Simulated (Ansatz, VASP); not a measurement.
**Zn: VASP beside Ansatz**

INCAR

```
SYSTEM = Zn
PREC     = Accurate       ! precision mode
ENCUT    = 520            ! plane-wave cutoff, eV
EDIFF    = 1E-7           ! SCF threshold, eV
ISMEAR   = 0              ! smearing method
SIGMA    = 0.15           ! smearing width, eV
LREAL    = .False.        ! projectors in reciprocal space
LASPH    = .True.         ! aspherical terms in the spheres
NELM     = 80             ! most SCF steps
ALGO     = Fast           ! electronic algorithm
ISIF     = 2              ! what is computed and relaxed
LWAVE    = .False.        ! write WAVECAR
LCHARG   = .False.        ! write CHGCAR
GGA      = CA             ! functional
NBANDS   = 12             ! bands
```

Contents of KPOINTS:

```
Automatic mesh
0
Gamma
  22 22 22
  0 0 0
```

The input POSCAR:

```
Zn
1.0
   -1.6004177400      1.6004177400      1.5690370000
    1.6004177400     -1.6004177400      1.5690370000
    1.5376562600      1.5376562600     -1.5690370000
Zn
1
Direct
    0.0000000000      0.0000000000      0.0000000000
```

Input for Ansatz:

```yaml
crystal:
  lattice:
    - [-1.60041774, 1.60041774, 1.569037]
    - [1.60041774, -1.60041774, 1.569037]
    - [1.53765626, 1.53765626, -1.569037]
  atoms:
    - { symbol: Zn, position: [0.0, 0.0, 0.0] }
basis:
  ecutwfc: 420
kpoints:
  mp_grid: { grid: [22, 22, 22] }
hamiltonian:
  xc: lda
scf:
  occupations: { method: gaussian, width: 0.15 }
output:
  forces: true
  stress: true
  eigenvalues: true
```

Change from the starting cell: strain -0.0400 x Voigt [0, 0, 0, 0, 0, 1], atoms carried along.

Alike in both runs: task single point; functional LDA; k mesh 22 × 22 × 22; occupations gaussian, width 0.15 eV; no spin polarisation.

```csv
,VASP,Ansatz
version,VASP 6.6.1,Ansatz 0.2.0
potentials or method,"VASP PAW LDA potentials, release 64 (Zn), cutoff 520 eV","scalar-relativistic, plane waves, PAW"
valence electrons in the cell,12,12
```

Ansatz gave:

| Quantity | Value |
| --- | --- |
| gap on the k mesh at the Fermi level (eV) | none |
| pressure (GPa) | -8.2 |
| traceless stress, the component that is largest in VASP (GPa) | -0.13 |

Which values does VASP return?

gap on the k mesh at the Fermi level (eV): none; pressure (GPa): -7.8; traceless stress, the component that is largest in VASP (GPa): -0.13.

LDA's correlation is that of Perdew and Zunger in VASP and of Perdew and Wang (1992) in Ansatz. A gap of «none» marks a metal or a gap that the smearing closes.
